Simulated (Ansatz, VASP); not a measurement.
Pt in VASP and in Ansatz

Contents of INCAR:

```
  PREC = Accurate
  ENCUT = 520
  EDIFF = 1E-6
  ISMEAR = 0
  SIGMA = 0.15
  LREAL = False
  LASPH = True
  NELM = 80
  ALGO = Normal
  ISIF = 2
  LWAVE = False
  LCHARG = False
  GGA = CA
  NBANDS = 11
```

The input KPOINTS:

```
regular mesh
0
Gamma
  22 22 22
```

POSCAR

```
Pt
1.0
   -1.6317466000      1.6317466000      1.6317466000
    1.6317466000     -1.6317466000      1.6317466000
    1.6317466000      1.6317466000     -1.6317466000
Pt
1
Direct
    0.0000000000      0.0000000000      0.0000000000
```

Input for Ansatz:

```yaml
crystal:
  lattice:
    - [-1.6317466, 1.6317466, 1.6317466]
    - [1.6317466, -1.6317466, 1.6317466]
    - [1.6317466, 1.6317466, -1.6317466]
  atoms:
    - { symbol: Pt, position: [0.0, 0.0, 0.0] }
basis:
  ecutwfc: 520.0
kpoints:
  mp_grid: { grid: [22, 22, 22] }
hamiltonian:
  xc: lda
scf:
  occupations: { method: gaussian, width: 0.15 }
output:
  forces: true
  stress: true
  eigenvalues: true
```

Change from the starting cell: strain +0.030 along x and y, +0.030 along z, atoms carried along.

Alike in both runs: task single point; functional LDA; k mesh 22 × 22 × 22; occupations gaussian, width 0.15 eV; no spin polarisation.

```csv
,VASP,Ansatz
version,VASP 6.6.1,Ansatz 0.2.0
potentials or method,"VASP PAW LDA potentials, release 64 (Pt), cutoff 520 eV","scalar-relativistic, plane waves, PAW"
valence electrons in the cell,10,18
```

VASP gave:

```
gap on the k mesh at the Fermi level (eV) : none
pressure (GPa)                            : -29.4
```

Question: What did Ansatz give for the same quantities?

Answer: gap on the k mesh at the Fermi level (eV): none; pressure (GPa): -29.9.

LDA's correlation is that of Perdew and Zunger in VASP and of Perdew and Wang (1992) in Ansatz. A gap of «none» marks a metal or a gap that the smearing closes. Both programs put the cell under strong tension, so it lies far from rest at this level. VASP's potentials hold 10 valence electrons a cell and Ansatz's 18, so a difference there can come from the potentials and not from the codes.

Neither program's run includes spin-orbit coupling.
